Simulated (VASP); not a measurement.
A run of VASP 6.6.1 is set up as follows.

INCAR

```
SYSTEM = Nb16Cu
PREC = Accurate
ENCUT = 520
EDIFF = 1E-6
ISMEAR = -1
SIGMA = 0.05
LREAL = Auto
LASPH = .True.
NELM = 60
ALGO = Normal
ISIF = 2
LWAVE = .False.
LCHARG = .False.
GGA = PE
NBANDS = 124
```

KPOINTS

```
regular mesh
0
Gamma
  2 2 2
  0 0 0
```

File POSCAR:

```
Nb16Cu
1.0
    6.6000000000      0.0000000000      0.0000000000
    0.0000000000      6.6000000000      0.0000000000
    0.0000000000      0.0000000000      6.6000000000
Nb Cu
16 1
Direct
   -0.0075454545      0.1146969697      0.0061818182
    0.4707878788      0.1091060606      0.0331818182
   -0.0358333333      0.6126363636     -0.0146969697
    0.0083181818      0.1286060606      0.5033484848
    0.2022878788      0.3480909091      0.2676363636
    0.4646515152      0.5348636364      0.0992272727
    0.4760151515      0.1245757576      0.5319090909
    0.7520151515      0.3830454545      0.2621666667
   -0.0286515152      0.6440000000      0.5346212121
    0.2210151515      0.8641212121      0.2559393939
    0.2058939394      0.3808030303      0.7764242424
    0.4816363636      0.6229242424      0.4861515152
    0.7516363636      0.8750909091      0.2671818182
    0.7376363636      0.3648636364      0.7628181818
    0.2174242424      0.9046666667      0.7835757576
    0.7533787879      0.9519090909      0.7314090909
    0.5564242424      0.7134545455      0.8296060606
```

Potentials or basis: VASP PAW PBE potentials, release 64 (Nb_sv, Cu).

Command:

```console
$ cat potpaw_PBE.64/Nb_sv/POTCAR potpaw_PBE.64/Cu/POTCAR > POTCAR
$ mpirun -np 1 vasp_std > vasp.out
```

(1) What does it give for the largest force?

(2) What does it give for the band gap on the k mesh?

(3) What does it give for the pressure?

Results:

(1) 2.582 eV/Å.

(2) zero (an odd number of electrons rules out a gap without spin polarisation).

(3) 17.3 GPa.

Caveat: the k points lie up to 0.48 Å⁻¹ apart, too coarse for converged energies and pressures of a metal.
